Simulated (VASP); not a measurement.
**Si: single point with r2SCAN**

The system is Si.

```
Si
1.0
     2.69096    0.00000    0.00000
    -1.34548    2.33044    0.00000
     0.00000    0.00000    4.64246
Si
2
Direct
  0.33333 0.66667 0.25000
  0.66667 0.33333 0.75000
```

This isn't the form of Si at room conditions, which is diamond.

```
Program                : VASP 6.6.1
Task                   : single point
Functional             : r2SCAN
Potentials or basis    : VASP PAW PBE potentials, release 64 (Si)
Cutoff                 : 520 eV
k mesh                 : 18 × 18 × 10
Occupations            : gaussian, width 0.1 eV
Spin                   : no spin polarisation
Dipole correction      : no
Further INCAR settings : ALGO = Normal; EDIFF = 1e-06; NBANDS = 11
```

```yaml
Pressure: -4.6 GPa
Band_gap_on_the_k_mesh: zero (bands 4 and 5 overlap by 13.46 eV)
```

Stress tensor (GPa, compression positive):
```
-4.66  0.00  0.00
 0.00 -4.66  0.00
 0.00  0.00 -4.53
```

Levels at points of the mesh, in eV from the Fermi level:
```
           k point  band 1  band 2  band 3  band 4  band 5  band 6  band 7  band 8
(0.00, 0.00, 0.00)  -15.29   -8.80   -7.63    9.69    9.69   10.52   10.96   10.96
(0.50, 0.00, 0.00)   -8.57   -7.98   -2.21   -1.69   -1.68    0.06    4.12    6.45
(0.00, 0.00, 0.50)  -13.52  -13.52    0.29    0.29   11.03   11.03   11.03   11.03
(0.50, 0.00, 0.50)   -6.87   -6.87   -6.23   -6.23    5.66    5.66    5.80    5.80
```

Wall time 3.2 min on 1 thread of Intel Xeon 8259CL, on a shared host, peak memory 0.18 GiB.

Caveat: the cell stands under tension; the PAW data sets were made with another functional, which shifts forces and pressure a little.
